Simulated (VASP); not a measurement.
# MgS in VASP: notebook

The runs below take MgS through single point, with PBE.

Everything below comes from runs of VASP 6.6.1. Logs are shortened: lines on timing, memory, paths and dates and some standing lists are left out, and cuts for length are marked.

### 1 The cell of the first run

Symmetry: F-43m, No. 216, cubic system. Conventional cell: a = 5.662 Å, b = 5.662 Å, c = 5.662 Å, α = 90.00°, β = 90.00°, γ = 90.00°. Mg (site symmetry -43m) has 4 S at 2.45 Å within 3.2 Å. Within 3.2 Å of S (site symmetry -43m) lie 4 Mg at 2.45 Å.

### 2 Single point, PBE

The input, INCAR:

```
PREC = Accurate
ENCUT = 520
EDIFF = 1E-6
ISMEAR = 0
SIGMA = 0.01
LREAL = False
LASPH = True
NELM = 100
ALGO = Normal
ISIF = 2
LWAVE = False
LCHARG = True
GGA = PE
LELF = True
LVHAR = True
NBANDS = 11
```

The input, KPOINTS:

```
regular mesh
0
Gamma
  4 4 4
```

The input, POSCAR:

```
MgS
1.0
    0.0000000000      2.8308768412      2.8308768412
    2.8308768412      0.0000000000      2.8308768412
    2.8308768412      2.8308768412      0.0000000000
Mg S
1 1
Direct
    0.0000000000      0.0000000000      0.0000000000
    0.2500000000      0.2500000000      0.2500000000
```

Potentials or basis: VASP PAW PBE potentials, release 64 (Mg, S).

Run with:

```sh
$ cat potpaw_PBE.64/Mg/POTCAR potpaw_PBE.64/S/POTCAR > POTCAR
$ mpirun -np 1 vasp_std > vasp.out
```

OUTCAR:

```text
PREC = Accurate
   ENCUT = 520
   EDIFF = 1E-6
   ISMEAR = 0
   LREAL = False
   LASPH = True
   NELM = 100
   ISIF = 2
   GGA = PE

 ion  position               nearest neighbor table
   1  0.000  0.000  0.000-   2 2.45   2 2.45   2 2.45   2 2.45
   2  0.250  0.250  0.250-   1 2.45   1 2.45   1 2.45   1 2.45

  LATTYP: Found a face centered cubic cell.
 ALAT       =     5.6617536824

  Lattice vectors:

 A1 = (   0.0000000000,   2.8308768412,   2.8308768412)
 A2 = (   2.8308768412,   0.0000000000,   2.8308768412)
 A3 = (   2.8308768412,   2.8308768412,   0.0000000000)

Analysis of symmetry for initial positions (statically):
=====================================================================
 Subroutine PRICEL returns:
 Original cell was already a primitive cell.

 Routine SETGRP: Setting up the symmetry group for a
 face centered cubic supercell.

 Subroutine GETGRP returns: Found 24 space group operations
 (whereof 24 operations were pure point group operations)
 out of a pool of 48 trial point group operations.

The static configuration has the point symmetry T_d .

Analysis of symmetry for dynamics (positions and initial velocities):
=====================================================================
 Subroutine PRICEL returns:
 Original cell was already a primitive cell.

 Routine SETGRP: Setting up the symmetry group for a
 face centered cubic supercell.

 Subroutine GETGRP returns: Found 24 space group operations
 (whereof 24 operations were pure point group operations)
 out of a pool of 48 trial point group operations.

The dynamic configuration has the point symmetry T_d .

 Subroutine INISYM returns: Found 24 space group operations
 (whereof 24 operations are pure point group operations),
 and found     1 'primitive' translations

----------------------------------------------------------------------------------------

                                     Primitive cell

  volume of cell :      45.3725

  direct lattice vectors                    reciprocal lattice vectors
     0.000000000  2.830876841  2.830876841    -0.176623721  0.176623721  0.176623721
     2.830876841  0.000000000  2.830876841     0.176623721 -0.176623721  0.176623721
     2.830876841  2.830876841  0.000000000     0.176623721  0.176623721 -0.176623721

  length of vectors
     4.003464422  4.003464422  4.003464422     0.305921258  0.305921258  0.305921258

  position of ions in fractional coordinates (direct lattice)
     0.000000000  0.000000000  0.000000000
     0.250000000  0.250000000  0.250000000

[... 68 lines left out ...]
   TEBEG  =    0.0;   TEEND  =   0.0 temperature during run
   PSTRESS=    0.0 pullay stress
   NELECT =       8.0000    total number of electrons
   NUPDOWN=      -1.0000    fix difference up-down
   EMIN   =  10.00;   EMAX   =-10.00  energy-range for DOS
   EFERMI =   0.00;   METHOD = LEGACY
   ISMEAR =     0;   SIGMA  =   0.01  broadening in eV -4-tet -1-fermi 0-gaus
   EFERMI_NEDOS =   21; number of points for ismear=-14 and -15
   IALGO  =     38    algorithm
   IMIX   =      4    mixing-type and parameters
     AMIX     =   0.40;   BMIX     =  1.00
     AMIX_MAG =   1.60;   BMIX_MAG =  1.00
  volume/ion in A,a.u.               =      22.69       153.09
  Fermi-wavevector in a.u.,A,eV,Ry     =   0.917995  1.734760 11.465842  0.842716
  Thomas-Fermi vector in A             =   2.043027
   LORBIT       =      0    0 simple, 1 ext, 2 COOP (PROOUT), +10 PAW based schemes
   GGA     = PE    functional components
   LHFCALC =     F    Hartree Fock is set to
   AEXX    =    0.0000 exact exchange contribution
   IVDW    =     0    specifies the selected vdW correction
   LEPSILON=     F    determine dielectric tensor
   LRPA    =     F    only Hartree local field effects (RPA)
 non-spin polarized calculation
 Gauss-broadening in eV      SIGMA  =   0.01
  energy-cutoff  :      520.00
  volume of cell :       45.37
 maximum number of plane-waves:      1243
 NGX is ok and might be reduce to    30
   NGX = 15   NGY = 15   NGZ = 15

 number of electron       8.0000001 magnetization

 Free energy of the ion-electron system (eV)
  ---------------------------------------------------
  ext. energy  EPLUGINS =         0.00000000
  ---------------------------------------------------
  free energy    TOTEN  =        -8.45622528 eV

  energy without entropy =       -8.45622528  energy(sigma->0) =       -8.45622528

 E-fermi :   1.1504     XC(G=0):  -8.3850

 val. band max:        1.0751997019   @ k =   0.0000   0.0000   0.0000
 cond. band min:       4.5291363317   @ k =   0.0000   0.0000   0.0000
 fundamental gap:      3.4539366298
 Fermi energy:         1.1504044416

 k-point     1 :       0.0000    0.0000    0.0000
  band No.  band energies     occupation
      1     -10.1912      2.00000
      2       1.0752      2.00000
      3       1.0752      2.00000
      4       1.0752      2.00000
      5       4.5291      0.00000
      6       9.0178      0.00000
      7       9.0178      0.00000
      8       9.0178      0.00000
      9      11.8997      0.00000
     10      11.8997      0.00000
     11      14.7920      0.00000
[... 85 lines left out ...]
 k-point     8 :      -0.2500    0.5000    0.2500
  band No.  band energies     occupation
      1      -9.2806      2.00000
      2      -1.2221      2.00000
      3      -0.7556      2.00000
      4      -0.2494      2.00000
      5       6.6052      0.00000
      6       8.9867      0.00000
      7       9.2762      0.00000
      8       9.6095      0.00000
      9      13.6978      0.00000
     10      14.8558      0.00000
     11      14.9199      0.00000

------------------------ aborting loop because EDIFF is reached ----------------------------------------

  FORCE on cell =-STRESS in cart. coord.  units (eV):
  Direction    XX          YY          ZZ          XY          YZ          ZX
  --------------------------------------------------------------------------------------
  -------------------------------------------------------------------------------------
  Total        0.2891665      0.2891665      0.2891665     -0.0000000      0.0000000      0.0000000
  in kB       10.2109377     10.2109377     10.2109377     -0.0000000      0.0000000      0.0000000
  external PRESSURE =      10.2109377 kB  Pullay stress =       0.0000000 kB

 VOLUME and BASIS-vectors are now :
 -----------------------------------------------------------------------------
  energy-cutoff  :      520.00
  volume of cell :       45.37
      direct lattice vectors                 reciprocal lattice vectors
     0.000000000  2.830876841  2.830876841    -0.176623721  0.176623721  0.176623721
     2.830876841  0.000000000  2.830876841     0.176623721 -0.176623721  0.176623721
     2.830876841  2.830876841  0.000000000     0.176623721  0.176623721 -0.176623721

 POSITION                                       TOTAL-FORCE (eV/Angst)
 -----------------------------------------------------------------------------------
      0.00000      0.00000      0.00000         0.000000      0.000000      0.000000
      1.41544      1.41544      1.41544        -0.000000     -0.000000     -0.000000
 -----------------------------------------------------------------------------------
    total drift:                                0.000000      0.000000      0.000000

  FREE ENERGIE OF THE ION-ELECTRON SYSTEM (eV)
  ---------------------------------------------------
  free  energy   TOTEN  =        -8.4562252838 eV

  energy  without entropy=       -8.4562252838  energy(sigma->0) =       -8.45622528
```

It took 4 s on 1 thread of Intel Xeon Platinum 8481C at 2.70GHz (Sapphire Rapids), shared host; peak memory 0.15 GiB.

What came out:

```yaml
Free_energy: -8.4562 eV
Pressure: 1.0 GPa
Band_gap_on_the_k_mesh: 3.45 eV, direct
```

Caveat: the k points lie up to 0.48 Å⁻¹ apart.

### 3 Single point, PBE (epitaxial 111 strain -3.0%)

The input, INCAR:

```
ALGO = Normal
EDIFF = 1E-6
ENCUT = 520
GGA = PE
ISIF = 2
ISMEAR = 0
LASPH = True
LCHARG = False
LREAL = False
LWAVE = False
NBANDS = 11
NELM = 100
PREC = Accurate
SIGMA = 0.01
```

The input, KPOINTS:

```
k-points
0
Gamma
  4 4 4
```

The input, POSCAR:

```
MgS
1.0
    0.0993066788      2.8452572148      2.8452572148
    2.8452572148      0.0993066788      2.8452572148
    2.8452572148      2.8452572148      0.0993066788
Mg S
1 1
Direct
    0.0033215597      0.0033215597      0.0033215597
    0.2466784403      0.2466784403      0.2466784403
```

Potentials or basis: VASP PAW PBE potentials, release 64 (Mg, S).

Run with:

```sh
$ cat potpaw_PBE.64/Mg/POTCAR potpaw_PBE.64/S/POTCAR > POTCAR
$ mpirun -np 1 vasp_std > vasp.out
```

It took 4.9 s on 1 thread of Intel Xeon Platinum 8481C at 2.70GHz (Sapphire Rapids), shared host; peak memory 0.16 GiB.

It converged, with:

```yaml
Free_energy: -8.4163 eV
Pressure: 3.4 GPa
Largest_force: 0.008 eV/Å
Band_gap_on_the_k_mesh: 3.47 eV, direct
```

Forces on the atoms (eV/Å):
```
Mg   0.005  0.005  0.005
S   -0.005 -0.005 -0.005
```

Stress tensor (GPa, compression positive):
```
 3.40 -1.14 -1.14
-1.14  3.40 -1.14
-1.14 -1.14  3.40
```

Levels at points of the mesh, in eV from the valence-band top:
```tsv
k point	band 2	band 3	band 4	band 5	band 6	band 7
(0.00, 0.00, 0.00)	-0.35	0.00	0.00	3.47	7.50	8.16
(0.50, 0.00, 0.00)	-3.35	-0.61	-0.42	5.03	7.28	7.65
(0.50, 0.50, 0.00)	-3.05	-1.35	-1.04	3.68	5.59	11.25
(0.50, 0.50, 0.50)	-3.50	-0.27	-0.27	5.37	7.86	7.86
```

Caveat: the k points lie up to 0.49 Å⁻¹ apart; the cell differs from its parent crystal (epitaxial 111 strain -3.0%).
